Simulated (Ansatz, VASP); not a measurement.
## Sb: VASP beside Ansatz

The input INCAR:

```
PREC = Accurate
ENCUT = 520
EDIFF = 1E-6
ISMEAR = 0
SIGMA = 0.15
LREAL = False
LASPH = True
NELM = 60
ALGO = Normal
ISIF = 2
LWAVE = False
LCHARG = True
GGA = PS
LELF = True
LVHAR = True
NBANDS = 12
```

KPOINTS

```
Automatic mesh
0
Gamma
  12 12 12
```

Contents of POSCAR:

```
Sb
1.0
    2.0430703154      1.1795671966      3.8376000000
   -2.0430703154      1.1795671966      3.8376000000
    0.0000000000     -2.3591343931      3.8376000000
Sb
2
Direct
    0.2336400000      0.2336400000      0.2336400000
    0.7663600000      0.7663600000      0.7663600000
```

Input for Ansatz:

```yaml
crystal:
  lattice:
    - [2.0430703154, 1.1795671966, 3.8376]
    - [-2.0430703154, 1.1795671966, 3.8376]
    - [0.0, -2.3591343931, 3.8376]
  atoms:
    - { symbol: Sb, position: [0.23364, 0.23364, 0.23364] }
    - { symbol: Sb, position: [0.76636, 0.76636, 0.76636] }
basis:
  ecutwfc: 420
kpoints:
  mp_grid: { grid: [12, 12, 12] }
hamiltonian:
  xc: pbesol
scf:
  occupations: { method: gaussian, width: 0.15 }
output:
  forces: true
  stress: true
  eigenvalues: true
```

Change from the starting cell: strain -0.050 along x and y, +0.025 along z, atoms carried along.

Alike in both runs: task single point; functional PBEsol; k mesh 12 × 12 × 12; occupations gaussian, width 0.15 eV; no spin polarisation.

|  | VASP | Ansatz |
| --- | --- | --- |
| version | VASP 6.6.1 | Ansatz 0.2.0 |
| potentials or method | VASP PAW PBE potentials, release 64 (Sb), cutoff 520 eV | scalar-relativistic, plane waves, PAW |
| valence electrons in the cell | 10 | 30 |

```tsv
	VASP	Ansatz	Ansatz less VASP
gap on the k mesh at the Fermi level (eV)	none	none	-
pressure (GPa)	6.7	6.3	-0.36
traceless stress, the component that is largest in VASP (GPa)	-2.06	-2.04	+0.016
rms of the force components (eV/Å)	0.437	0.381	-0.0562
```

VASP's potentials were made for PBE, not for PBEsol. Atom by atom the forces differ by 0.056 eV/Å (rms over components). A gap of «none» marks a metal or a gap that the smearing closes. VASP's potentials hold 10 valence electrons a cell and Ansatz's 30, so a difference there can come from the potentials and not from the codes.

Neither program's run includes spin-orbit coupling.
